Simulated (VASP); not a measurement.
# TaF3 (Pm-3m) in VASP: single point with PBE

Aim: the single point of TaF3 with PBE.

Program: VASP 6.6.1. These are calculated values, not measurements. Logs are shortened: lines on timing, memory, paths and dates and some standing lists are left out, and cuts for length are marked.

## Step 1: The cell of the first run

Symmetry: Pm-3m, No. 221, cubic system. Conventional cell: a = 3.901 Å, b = 3.901 Å, c = 3.901 Å, α = 90.00°, β = 90.00°, γ = 90.00°. Within 2.6 Å of Ta (site symmetry m-3m) lie 6 F at 1.95 Å. Within 2.6 Å of F (site symmetry 4/mmm) lie 2 Ta at 1.95 Å.

## Step 2: Single point, PBE

File INCAR:

```
ALGO = Normal ; EDIFF = 1E-6
ENCUT = 520 ; GGA = PE
ISIF = 2 ; ISMEAR = 0
LASPH = True ; LCHARG = False
LREAL = False ; LWAVE = False
NBANDS = 24 ; NELM = 100
PREC = Accurate ; SIGMA = 0.15
```

File KPOINTS:

```
k-points
0
Gamma
  12 12 12
```

File POSCAR:

```
TaF3
1.0
    3.9012000000      0.0000000000      0.0000000000
    0.0000000000      3.9012000000      0.0000000000
    0.0000000000      0.0000000000      3.9012000000
Ta F
1 3
Direct
    0.0000000000      0.0000000000      0.0000000000
    0.5000000000      0.0000000000      0.0000000000
    0.0000000000      0.5000000000      0.0000000000
    0.0000000000      0.0000000000      0.5000000000
```

Potentials or basis: VASP PAW PBE potentials, release 64 (Ta_pv, F).

Started as:

```sh
cat potpaw_PBE.64/Ta_pv/POTCAR potpaw_PBE.64/F/POTCAR > POTCAR
mpirun -np 1 vasp_std > vasp.out
```

OUTCAR:

```text
EDIFF = 1E-6
   ENCUT = 520
   GGA = PE
   ISIF = 2
   ISMEAR = 0
   LASPH = True
   LREAL = False
   NELM = 100
   PREC = Accurate

 ion  position               nearest neighbor table
   1  0.000  0.000  0.000-   2 1.95   3 1.95   4 1.95   4 1.95   3 1.95   2 1.95
   2  0.500  0.000  0.000-   1 1.95   1 1.95
   3  0.000  0.500  0.000-   1 1.95   1 1.95
   4  0.000  0.000  0.500-   1 1.95   1 1.95

  LATTYP: Found a simple cubic cell.
 ALAT       =     3.9012000000

  Lattice vectors:

 A1 = (   3.9012000000,   0.0000000000,   0.0000000000)
 A2 = (   0.0000000000,   3.9012000000,   0.0000000000)
 A3 = (   0.0000000000,   0.0000000000,   3.9012000000)

Analysis of symmetry for initial positions (statically):
=====================================================================
 Subroutine PRICEL returns:
 Original cell was already a primitive cell.

 Routine SETGRP: Setting up the symmetry group for a
 simple cubic supercell.

 Subroutine GETGRP returns: Found 48 space group operations
 (whereof 48 operations were pure point group operations)
 out of a pool of 48 trial point group operations.

The static configuration has the point symmetry O_h .

Analysis of symmetry for dynamics (positions and initial velocities):
=====================================================================
 Subroutine PRICEL returns:
 Original cell was already a primitive cell.

 Routine SETGRP: Setting up the symmetry group for a
 simple cubic supercell.

 Subroutine GETGRP returns: Found 48 space group operations
 (whereof 48 operations were pure point group operations)
 out of a pool of 48 trial point group operations.

The dynamic configuration has the point symmetry O_h .

 Subroutine INISYM returns: Found 48 space group operations
 (whereof 48 operations are pure point group operations),
 and found     1 'primitive' translations

----------------------------------------------------------------------------------------

                                     Primitive cell

  volume of cell :      59.3738

  direct lattice vectors                    reciprocal lattice vectors
     3.901200000  0.000000000  0.000000000     0.256331385  0.000000000  0.000000000
     0.000000000  3.901200000  0.000000000     0.000000000  0.256331385  0.000000000
     0.000000000  0.000000000  3.901200000     0.000000000  0.000000000  0.256331385

  length of vectors
     3.901200000  3.901200000  3.901200000     0.256331385  0.256331385  0.256331385

  position of ions in fractional coordinates (direct lattice)
     0.000000000  0.000000000  0.000000000
     0.500000000  0.000000000  0.000000000
     0.000000000  0.500000000  0.000000000
     0.000000000  0.000000000  0.500000000

  ion indices of the primitive-cell ions
   primitive index   ion index
                 1           1
                 2           2
                 3           3
                 4           4

----------------------------------------------------------------------------------------

 KPOINTS: k-points

Automatic generation of k-mesh.
 Grid dimensions read from file:
 generate k-points for:   12   12   12

 Generating k-lattice:

  Cartesian coordinates                     Fractional coordinates (reciprocal lattice)
     0.021360949  0.000000000  0.000000000     0.083333333  0.000000000  0.000000000
     0.000000000  0.021360949  0.000000000     0.000000000  0.083333333  0.000000000
     0.000000000  0.000000000  0.021360949     0.000000000  0.000000000  0.083333333

  Length of vectors
     0.021360949  0.021360949  0.021360949

  Shift w.r.t. Gamma in fractional coordinates (k-lattice)
     0.000000000  0.000000000  0.000000000

 Subroutine IBZKPT returns following result:
 ===========================================

 Found     84 irreducible k-points:

 Following reciprocal coordinates:
            Coordinates               Weight
  0.000000  0.000000  0.000000      1.000000
  0.083333  0.000000  0.000000      6.000000
  0.166667  0.000000  0.000000      6.000000
  0.250000  0.000000  0.000000      6.000000
  0.333333  0.000000  0.000000      6.000000
  0.416667  0.000000  0.000000      6.000000
[... 16 lines left out ...]
  0.333333  0.333333  0.000000     12.000000
  0.416667  0.333333  0.000000     24.000000
 [... further k-points ...]
   k-points           NKPTS =     84   k-points in BZ     NKDIM =     84   number of bands    NBANDS=     24
   number of dos      NEDOS =    301   number of ions     NIONS =      4
   total plane-waves  NPLWV =  27000
   dimension x,y,z NGX =    30 NGY =   30 NGZ =   30
   dimension x,y,z NGXF=    60 NGYF=   60 NGZF=   60
   ions per type =               1   3
   NGX,Y,Z   is equivalent  to a cutoff of  12.78, 12.78, 12.78 a.u.
   NGXF,Y,Z  is equivalent  to a cutoff of  25.57, 25.57, 25.57 a.u.
 SYSTEM =  unknown system
   PREC   = accura    normal or accurate (medium, high low for compatibility)
   ISTART =      0    job   : 0-new  1-cont  2-samecut
   ICHARG =      2    charge: 1-file 2-atom 10-const
   ISPIN  =      1    spin polarized calculation?
   LNONCOLLINEAR =      F non collinear calculations
   LSORBIT =      F    spin-orbit coupling
   LASPH  =      T    aspherical Exc in radial PAW
   ENCUT  =  520.0 eV  38.22 Ry    6.18 a.u.   7.25  7.25  7.25*2*pi/ulx,y,z
   NELM   =    100;   NELMIN=  2; NELMDL= -5     # of ELM steps
   EDIFF  = 0.1E-05   stopping-criterion for ELM
   LREAL  =      F    real-space projection
   EDIFFG = 0.1E-04   stopping-criterion for IOM
   NSW    =      0    number of steps for IOM
   IBRION =     -1    ionic relax: 0-MD 1-quasi-New 2-CG
   NFREE  =      0    steps in history (QN), initial steepest desc. (CG)
   ISIF   =      2    stress and relaxation
   ISYM   =      2    0-nonsym 1-usesym 2-fastsym
   POTIM  = 0.5000    time-step for ionic-motion
   TEBEG  =    0.0;   TEEND  =   0.0 temperature during run
   PSTRESS=    0.0 pullay stress
   NELECT =      32.0000    total number of electrons
   NUPDOWN=      -1.0000    fix difference up-down
   EMIN   =  10.00;   EMAX   =-10.00  energy-range for DOS
   EFERMI =   0.00;   METHOD = LEGACY
   ISMEAR =     0;   SIGMA  =   0.15  broadening in eV -4-tet -1-fermi 0-gaus
   EFERMI_NEDOS =   21; number of points for ismear=-14 and -15
   IALGO  =     38    algorithm
   IMIX   =      4    mixing-type and parameters
     AMIX     =   0.40;   BMIX     =  1.00
     AMIX_MAG =   1.60;   BMIX_MAG =  1.00
  volume/ion in A,a.u.               =      14.84       100.17
  Fermi-wavevector in a.u.,A,eV,Ry     =   1.332273  2.517631 24.149685  1.774952
  Thomas-Fermi vector in A             =   2.461221
   LORBIT       =      0    0 simple, 1 ext, 2 COOP (PROOUT), +10 PAW based schemes
   GGA     = PE    functional components
   LHFCALC =     F    Hartree Fock is set to
   AEXX    =    0.0000 exact exchange contribution
   IVDW    =     0    specifies the selected vdW correction
   LEPSILON=     F    determine dielectric tensor
   LRPA    =     F    only Hartree local field effects (RPA)
 non-spin polarized calculation
 Gauss-broadening in eV      SIGMA  =   0.15
  energy-cutoff  :      520.00
  volume of cell :       59.37
 maximum number of plane-waves:      1628
 NGX is ok and might be reduce to    30
   NGX = 15   NGY = 15   NGZ = 15

 number of electron      32.0000001 magnetization

 Free energy of the ion-electron system (eV)
  ---------------------------------------------------
  ext. energy  EPLUGINS =         0.00000000
  ---------------------------------------------------
  free energy    TOTEN  =       -26.03311216 eV

  energy without entropy =      -26.00216401  energy(sigma->0) =      -26.01763809

 E-fermi :   4.9836     XC(G=0):  -9.0404

 val. band max:        4.9618948196   @ k =   0.5000   0.2500   0.1667
 cond. band min:       4.9841407782   @ k =   0.3333   0.2500   0.0000
 fundamental gap:      0.0222459587
 Fermi energy:         4.9836118508

 k-point     1 :       0.0000    0.0000    0.0000
  band No.  band energies     occupation
      1     -32.0866      2.00000
      2     -32.0866      2.00000
      3     -32.0866      2.00000
      4     -24.1301      2.00000
      5     -23.8011      2.00000
      6     -23.8011      2.00000
[... 16 lines left out ...]
     23      13.6012      0.00000
     24      13.9393      0.00000

 k-point     2 :       0.0833    0.0000    0.0000
  band No.  band energies     occupation
      1     -32.1141      2.00000
      2     -32.0862      2.00000
      3     -32.0862      2.00000
      4     -24.1027      2.00000
      5     -23.8010      2.00000
      6     -23.7483      2.00000
[... 16 lines left out ...]
     23      13.6619      0.00000
     24      13.8718      0.00000

 k-point     3 :       0.1667    0.0000    0.0000
  band No.  band energies     occupation
      1     -32.1875      2.00000
      2     -32.0851      2.00000
      3     -32.0851      2.00000
      4     -24.0590      2.00000
      5     -23.8004      2.00000
      6     -23.5708      2.00000
[... 16 lines left out ...]
     23      13.8338      0.00000
     24      14.0529      0.00000

 k-point     4 :       0.2500    0.0000    0.0000
  band No.  band energies     occupation
      1     -32.2838      2.00000
      2     -32.0837      2.00000
      3     -32.0837      2.00000
      4     -24.0333      2.00000
      5     -23.7988      2.00000
      6     -23.2896      2.00000
[... 16 lines left out ...]
     23      14.0849      0.00000
     24      14.3727      0.00000

 k-point     5 :       0.3333    0.0000    0.0000
  band No.  band energies     occupation
      1     -32.3759      2.00000
      2     -32.0822      2.00000
      3     -32.0822      2.00000
      4     -24.0205      2.00000
      5     -23.7968      2.00000
      6     -22.9876      2.00000
[... 16 lines left out ...]
     23      14.3589      0.00000
     24      14.8063      0.00000

 k-point     6 :       0.4167    0.0000    0.0000
  band No.  band energies     occupation
      1     -32.4411      2.00000
      2     -32.0811      2.00000
      3     -32.0811      2.00000
      4     -24.0144      2.00000
      5     -23.7955      2.00000
      6     -22.7577      2.00000
[... 16 lines left out ...]
     23      14.5765      0.00000
     24      15.2456      0.00000
[... 379 lines left out ...]
 k-point    21 :       0.4167    0.2500    0.0000
  band No.  band energies     occupation
      1     -32.4378      2.00000
      2     -32.2778      2.00000
      3     -32.0781      2.00000
      4     -23.9117      2.00000
      5     -23.2909      2.00000
      6     -22.7545      2.00000
[... 16 lines left out ...]
     23      12.4623      0.00000
     24      14.1835      0.00000

 k-point    22 :       0.5000    0.2500    0.0000
  band No.  band energies     occupation
      1     -32.4611      2.00000
      2     -32.2773      2.00000
      3     -32.0777      2.00000
      4     -23.9102      2.00000
      5     -23.2898      2.00000
      6     -22.6684      2.00000
[... 16 lines left out ...]
     23      12.8153      0.00000
     24      13.8393      0.00000

 k-point    23 :       0.3333    0.3333    0.0000
  band No.  band energies     occupation
      1     -32.3717      2.00000
      2     -32.3704      2.00000
      3     -32.0777      2.00000
      4     -23.9075      2.00000
      5     -23.0116      2.00000
      6     -22.9598      2.00000
[... 16 lines left out ...]
     23      11.6208      0.00000
     24      14.1471      0.00000

 k-point    24 :       0.4167    0.3333    0.0000
  band No.  band energies     occupation
      1     -32.4361      2.00000
      2     -32.3698      2.00000
      3     -32.0766      2.00000
      4     -23.9031      2.00000
      5     -22.9853      2.00000
      6     -22.7527      2.00000
[... 16 lines left out ...]
     23      11.8603      0.00000
     24      13.5875      0.00000

 [... further k-points ...]

------------------------ aborting loop because EDIFF is reached ----------------------------------------

  FORCE on cell =-STRESS in cart. coord.  units (eV):
  Direction    XX          YY          ZZ          XY          YZ          ZX
  --------------------------------------------------------------------------------------
  -------------------------------------------------------------------------------------
  Total        9.6315941      9.6315941      9.6315941      0.0000000      0.0000000     -0.0000000
  in kB      259.9046836    259.9046836    259.9046836      0.0000000      0.0000000     -0.0000000
  external PRESSURE =     259.9046836 kB  Pullay stress =       0.0000000 kB

 VOLUME and BASIS-vectors are now :
 -----------------------------------------------------------------------------
  energy-cutoff  :      520.00
  volume of cell :       59.37
      direct lattice vectors                 reciprocal lattice vectors
     3.901200000  0.000000000  0.000000000     0.256331385  0.000000000  0.000000000
     0.000000000  3.901200000  0.000000000     0.000000000  0.256331385  0.000000000
     0.000000000  0.000000000  3.901200000     0.000000000  0.000000000  0.256331385

 POSITION                                       TOTAL-FORCE (eV/Angst)
 -----------------------------------------------------------------------------------
      0.00000      0.00000      0.00000         0.000000      0.000000      0.000000
      1.95060      0.00000      0.00000         0.000000      0.000000      0.000000
      0.00000      1.95060      0.00000         0.000000      0.000000      0.000000
      0.00000      0.00000      1.95060         0.000000      0.000000      0.000000
 -----------------------------------------------------------------------------------
    total drift:                                0.000000      0.000000      0.000000

  FREE ENERGIE OF THE ION-ELECTRON SYSTEM (eV)
  ---------------------------------------------------
  free  energy   TOTEN  =       -26.0331121626 eV

  energy  without entropy=      -26.0021640088  energy(sigma->0) =      -26.01763809
```

Wall time 62 s (1 thread of Intel Xeon Platinum 8559C (Emerald Rapids), shared host); peak memory 0.24 GiB.

What came out:

| Property | Result |
| --- | --- |
| Free energy | -26.0331 eV |
| Pressure | 26.0 GPa |
| Band gap on the k mesh | zero (band 16 reaches 6.75 eV, above the bottom of band 17 at 3.73 eV) |

Levels at points of the mesh, in eV from the Fermi level:
| k point | band 14 | band 15 | band 16 | band 17 | band 18 | band 19 |
| --- | --- | --- | --- | --- | --- | --- |
| (0.00, 0.00, 0.00) | -9.22 | -9.22 | -1.25 | -1.25 | -1.25 | -0.50 |
| (0.50, 0.00, 0.00) | -9.23 | -9.23 | -1.16 | 0.36 | 0.36 | 2.24 |
| (0.50, 0.50, 0.00) | -9.64 | -8.60 | 0.47 | 0.47 | 1.49 | 3.31 |
| (0.50, 0.50, 0.50) | -8.59 | -8.59 | 1.77 | 1.77 | 1.77 | 3.67 |

Caveat: spin-orbit coupling is left out, which moves the levels of the heavy elements.
